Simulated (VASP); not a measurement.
Write the native input for VASP 6.6.1 that does the following.

- Task: single point
- Functional: PBE
- Potentials or basis: VASP PAW PBE potentials, release 64 (Cd, S)
- Cutoff: 520 eV
- k mesh: 8 × 8 × 8
- Occupations: fermi-dirac, width 0.02 eV
- Spin: no spin polarisation
- Dipole correction: no
- Further INCAR settings: ALGO = Normal; EDIFF = 1e-06; NBANDS = 16

The structure of CdS lies in POSCAR:

```
CdS
1.0
    0.0000000000      2.9392148426      3.0365028539
    2.9392148426      0.0000000000      3.0365028539
    2.9392148426      2.9392148426      0.0000000000
Cd S
1 1
Direct
    0.0000000000      0.0000000000      0.0000000000
    0.2500000000      0.2500000000      0.2500000000
```

This cell differs from its parent crystal: uniaxial z strain +3.3%.

One way to write it, as run:

INCAR

```
SYSTEM = CdS
ALGO = Normal
EDIFF = 1E-6
ENCUT = 520
GGA = PE
ISIF = 2
ISMEAR = -1
LASPH = .True.
LCHARG = .True.
LELF = .True.
LREAL = .False.
LVHAR = .True.
LWAVE = .False.
NBANDS = 16
NELM = 60
PREC = Accurate
SIGMA = 0.02
```

KPOINTS

```
k-points
0
Gamma
  8 8 8
  0 0 0
```

Potentials or basis: VASP PAW PBE potentials, release 64 (Cd, S).

Run with:

```sh
$ cat potpaw_PBE.64/Cd/POTCAR potpaw_PBE.64/S/POTCAR > POTCAR
$ mpirun -np 1 vasp_std > vasp.out
```

Results of the run:

| Quantity | Value |
| --- | --- |
| Pressure | -0.2 GPa |
| Band gap on the k mesh | 0.99 eV |

Caveat: the cell differs from its parent crystal (uniaxial z strain +3.3%); the structure was generated, so it needn't be the stable form of CdS.

Wall time 46 s on 1 thread of Intel Xeon 8259CL (shared host), peak memory 0.2 GiB.
